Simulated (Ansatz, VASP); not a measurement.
**One calculation of Hg2Ge3, two programs**

The input INCAR:

```
PREC     = Accurate       # precision mode
ENCUT    = 520            # plane-wave cutoff, eV
EDIFF    = 1E-6           # SCF threshold, eV
ISMEAR   = 0              # smearing method
SIGMA    = 0.1            # smearing width, eV
LREAL    = F              # projectors in reciprocal space
LASPH    = T              # aspherical terms in the spheres
NELM     = 80             # most SCF steps
ALGO     = Normal         # electronic algorithm
ISIF     = 2              # what is computed and relaxed
LWAVE    = F              # write WAVECAR
LCHARG   = F              # write CHGCAR
GGA      = PE             # functional
NBANDS   = 41             # bands
```

The input KPOINTS:

```
regular mesh
0
Gamma
  4 4 4
```

The input POSCAR:

```
Hg2Ge3
1.0
    5.1100239700      0.0000000000      0.0000000000
    0.0000000000      5.1100239700      0.0000000000
    0.0000000000      0.0000000000      5.1100239700
Ge Hg
3 2
Direct
    0.5000000000      0.0000000000      0.0000000000
    0.0000000000      0.5000000000      0.0000000000
    0.0000000000      0.0000000000      0.5000000000
    0.0000000000      0.0000000000      0.0000000000
    0.5000000000      0.5000000000      0.5000000000
```

Input for Ansatz:

```yaml
crystal:
  lattice:
    - [5.11002397, 0.0, 0.0]
    - [0.0, 5.11002397, 0.0]
    - [0.0, 0.0, 5.11002397]
  atoms:
    - { symbol: Ge, position: [0.5, 0.0, 0.0] }
    - { symbol: Ge, position: [0.0, 0.5, 0.0] }
    - { symbol: Ge, position: [0.0, 0.0, 0.5] }
    - { symbol: Hg, position: [0.0, 0.0, 0.0] }
    - { symbol: Hg, position: [0.5, 0.5, 0.5] }
basis:
  ecutwfc: 420
kpoints:
  mp_grid: { grid: [4, 4, 4] }
hamiltonian:
  xc: pbe
scf:
  occupations: { method: gaussian, width: 0.1 }
  lower_state_search: "off"
output:
  forces: true
  stress: true
  eigenvalues: true
```

Alike in both runs: task single point; functional PBE; k mesh 4 × 4 × 4; occupations gaussian, width 0.1 eV; no spin polarisation.

|  | VASP | Ansatz |
| --- | --- | --- |
| version | VASP 6.6.1 | Ansatz 0.2.0 |
| potentials or method | VASP PAW PBE potentials, release 64 (Ge_d, Hg), cutoff 520 eV | scalar-relativistic, plane waves, PAW |
| valence electrons in the cell | 66 | 82 |

|  | VASP | Ansatz | Ansatz less VASP |
| --- | --- | --- | --- |
| gap on the k mesh at the Fermi level (eV) | none | none | - |
| pressure (GPa) | 4.3 | 4.1 | -0.19 |

A gap of «none» marks a metal or a gap that the smearing closes. VASP's potentials hold 66 valence electrons a cell and Ansatz's 82, so a difference there can come from the potentials and not from the codes.

Neither program's run includes spin-orbit coupling.
